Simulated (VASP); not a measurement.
The system is Ba4N.

```
CELL_PARAMETERS angstrom
5.49873 0.00000 0.00000
0.00000 5.49873 0.00000
0.00000 0.00000 5.49873
ATOMIC_POSITIONS crystal
Ba 0.00000 0.50000 0.50000
Ba 0.50000 0.00000 0.50000
Ba 0.50000 0.50000 0.00000
Ba 0.00000 0.00000 0.00000
N 0.50000 0.50000 0.50000
```

The cell was generated, and may not be a known phase.

```yaml
Program: VASP 6.6.1
Task: relaxation of cell and atoms
Functional: PBE
Potentials_or_basis: VASP PAW PBE potentials, release 64 (Ba_sv, N)
Cutoff: 600 eV
k_mesh: 4 × 4 × 4
Occupations: gaussian, width 0.1 eV
Spin: no spin polarisation
```

At the start: pressure 7.0 GPa; volume 33.25 Å³/atom.

Task: Where does the relaxation end?

Result: Over 3 steps the energy falls by 159.6 meV/atom and the volume is 42.40 Å³/atom (+27.5 %); space group Pm-3m (No. 221, to 0.1 Å) before and after.

The path:
```tsv
step	energy change (eV)	largest force (eV/Å)	pressure (GPa)	volume (Å³)
1	0.0000	0.0000	6.99	166.26
2	-0.7848	0.0000	0.67	203.67
3	-0.7980	0.0000	-0.14	211.99
```

Final structure:
```
Ba N
1.0
     5.96260    0.00000    0.00000
     0.00000    5.96260    0.00000
     0.00000    0.00000    5.96260
Ba N
4 1
Direct
  0.00000 0.50000 0.50000
  0.50000 0.00000 0.50000
  0.50000 0.50000 0.00000
  0.00000 0.00000 0.00000
  0.50000 0.50000 0.50000
```

Caveat: the volume moved by over 15 % at a fixed basis, so the end points are rough.
